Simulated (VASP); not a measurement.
Here is a VASP 6.6.1 calculation.

File POSCAR:

```
CdTe
1.0
    0.0000000000      3.2050000000      3.2530750000
    3.2050000000      0.0000000000      3.2530750000
    3.2050000000      3.2050000000      0.0000000000
Cd Te
1 1
Direct
    0.0000000000      0.0000000000      0.0000000000
    0.7500000000      0.7500000000      0.7500000000
```

The input INCAR.step1:

```
SYSTEM = CdTe
ALGO = Normal
EDIFF = 1E-4
ENCUT = 520
GGA = PE
ISMEAR = 0
LASPH = .TRUE.
LCHARG = .FALSE.
LREAL = .FALSE.
LWAVE = .TRUE.
NBANDS = 16
NELM = 80
PREC = Accurate
SIGMA = 0.05
```

Contents of INCAR.step2:

```
SYSTEM = CdTe
ALGO = Normal
EDIFF = 1E-6
ENCUT = 520
ISIF = 2
ISMEAR = 0
ISTART = 1
LASPH = .TRUE.
LCHARG = .FALSE.
LMIXTAU = .TRUE.
LREAL = .FALSE.
LWAVE = .FALSE.
METAGGA = R2SCAN
NBANDS = 16
NELM = 80
PREC = Accurate
SIGMA = 0.05
```

Contents of KPOINTS:

```
k-points
0
G
  8 8 8
  0 0 0
```

Potentials or basis: VASP PAW PBE potentials, release 64 (Cd, Te).

Launch:

```bash
$ cat potpaw_PBE.64/Cd/POTCAR potpaw_PBE.64/Te/POTCAR > POTCAR
$ cp INCAR.step1 INCAR
$ mpirun -np 1 vasp_std > vasp.out
$ cp INCAR.step2 INCAR
$ mpirun -np 1 vasp_std > vasp.out
```

Task: What does it give for the pressure?

Result: 2.6 GPa.

Task: Estimate the band gap on the k mesh.

Result: 1.32 eV, direct.

Stress tensor (GPa, compression positive):
```
2.65 0.00 0.00
0.00 2.65 0.00
0.00 0.00 2.42
```

Caveat: the cell differs from its parent crystal (strain +0.0150 x Voigt [0, 0, 1, 0, 0, 0]); the PAW data sets were made with another functional, which shifts forces and pressure a little; spin-orbit coupling is left out, which moves the levels of the heavy elements.
